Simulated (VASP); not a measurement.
Crystal: Al2GaSb3.

```
CELL_PARAMETERS angstrom
4.19636 0.00000 0.00000
-2.09818 3.63415 0.00000
0.00000 0.00000 10.27893
ATOMIC_POSITIONS crystal
Al 0.00000 0.00000 0.00000
Al 0.66667 0.33333 0.66667
Ga 0.33333 0.66667 0.33333
Sb 0.66667 0.33333 0.91667
Sb 0.33333 0.66667 0.58333
Sb 0.00000 0.00000 0.25000
```

```yaml
Program: VASP 6.6.1
Task: relaxation of cell and atoms
Functional: PBE
Potentials_or_basis: VASP PAW PBE potentials, release 64 (Al, Ga_d, Sb)
Cutoff: 500 eV
k_mesh: 6 × 6 × 2
Occupations: fermi-dirac, width 0.02 eV
Spin: no spin polarisation
```

At the start: pressure 9.6 GPa; volume 26.13 Å³/atom.

Problem. How do energy, volume and symmetry change on relaxing?

Solution. Over 9 steps the energy falls by 106.4 meV/atom and the volume is 30.16 Å³/atom (+15.5 %); space group P3m1 (No. 156, to 0.1 Å) before and after.

The path:
```
step  energy change (eV)  largest force (eV/Å)  pressure (GPa)  volume (Å³)
   1              0.0000                0.0611            9.63       156.76
   2             -0.4949                0.0459           -2.96       195.14
   3             -0.6384                0.0399            0.02       180.92
   4             -0.6382                0.0395           -0.11       181.43
   5             -0.6384                0.0225            0.02       180.91
   6             -0.6384                0.0227            0.02       180.91
   7             -0.6385                0.0119            0.01       180.95
   8             -0.6385                0.0086            0.00       180.99
   9             -0.6385                0.0039            0.01       180.98
```

Final structure:
```yaml
crystal:
  lattice:
    - [4.40577, 0.00000, 0.00000]
    - [-2.20289, 3.81551, 0.00000]
    - [0.00000, 0.00000, 10.76598]
  atoms:
    - { symbol: Al, position: [0.00000, 0.00000, 0.00007] }
    - { symbol: Al, position: [0.66667, 0.33333, 0.66606] }
    - { symbol: Ga, position: [0.33333, 0.66667, 0.33338] }
    - { symbol: Sb, position: [0.66667, 0.33333, 0.91686] }
    - { symbol: Sb, position: [0.33333, 0.66667, 0.58332] }
    - { symbol: Sb, position: [0.00000, 0.00000, 0.25030] }
```

Caveat: the volume moved by over 15 % at a fixed basis, so the end points are rough.
